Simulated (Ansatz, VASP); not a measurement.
## MgB2 in VASP and in Ansatz

Contents of INCAR:

```
SYSTEM = MgB2
ALGO = Normal
EDIFF = 1E-6
ENCUT = 600
GGA = PE
GGA_COMPAT = .False.
ISIF = 2
ISMEAR = -1
LASPH = .True.
LCHARG = .False.
LREAL = .False.
LWAVE = .False.
NBANDS = 17
NELM = 120
PREC = Accurate
SIGMA = 0.05
```

The input KPOINTS:

```
k-points
0
Gamma
  8 8 8
  0 0 0
```

POSCAR

```
MgB2
1.0
    0.0000000000      2.9531804457      2.9531804457
    2.9531804457      0.0000000000      2.9531804457
    2.9531804457      2.9531804457      0.0000000000
Mg B
2 4
Direct
    0.0000000000      0.0000000000      0.0000000000
    0.2500000000      0.2500000000      0.2500000000
    0.6250000000      0.1250000000      0.6250000000
    0.6250000000      0.6250000000      0.1250000000
    0.1250000000      0.6250000000      0.6250000000
    0.6250000000      0.6250000000      0.6250000000
```

The input input.yaml:

```yaml
crystal:
  lattice:
    - [0.0, 2.9531804457, 2.9531804457]
    - [2.9531804457, 0.0, 2.9531804457]
    - [2.9531804457, 2.9531804457, 0.0]
  atoms:
    - { symbol: Mg, position: [0.0, 0.0, 0.0] }
    - { symbol: Mg, position: [0.25, 0.25, 0.25] }
    - { symbol: B, position: [0.625, 0.125, 0.625] }
    - { symbol: B, position: [0.625, 0.625, 0.125] }
    - { symbol: B, position: [0.125, 0.625, 0.625] }
    - { symbol: B, position: [0.625, 0.625, 0.625] }
hamiltonian:
  xc: pbe
  pseudopotentials: { kind: paw }
kpoints:
  mp_grid: { grid: [8, 8, 8] }
scf:
  occupations: { method: fermi_dirac, width: 0.05 }
output:
  forces: true
  stress: true
  eigenvalues: true
```

Alike in both runs: task single point; functional PBE; k mesh 8 × 8 × 8; occupations fermi-dirac, width 0.05 eV; no spin polarisation.

|  | VASP | Ansatz |
| --- | --- | --- |
| version | VASP 6.6.1 | Ansatz 0.2.0 |
| potentials or method | VASP PAW PBE potentials, release 64 (Mg, B) | Ansatz PAW |
| plane-wave cutoff (eV) | 600 | 420 |
| valence electrons in the cell | 16 | 32 |

Ansatz gave:

| Property | Result |
| --- | --- |
| gap on the k mesh at the Fermi level (eV) | none |
| pressure (GPa) | 6.6 |

Question: Which values does VASP return?

Answer: gap on the k mesh at the Fermi level (eV): none; pressure (GPa): 6.5.

A gap of «none» marks a metal or a gap that the smearing closes. With one functional, cell and mesh, what is left measures potentials, basis and numerics. VASP's potentials hold 16 valence electrons a cell and Ansatz's 32, so a difference there can come from the potentials and not from the codes.
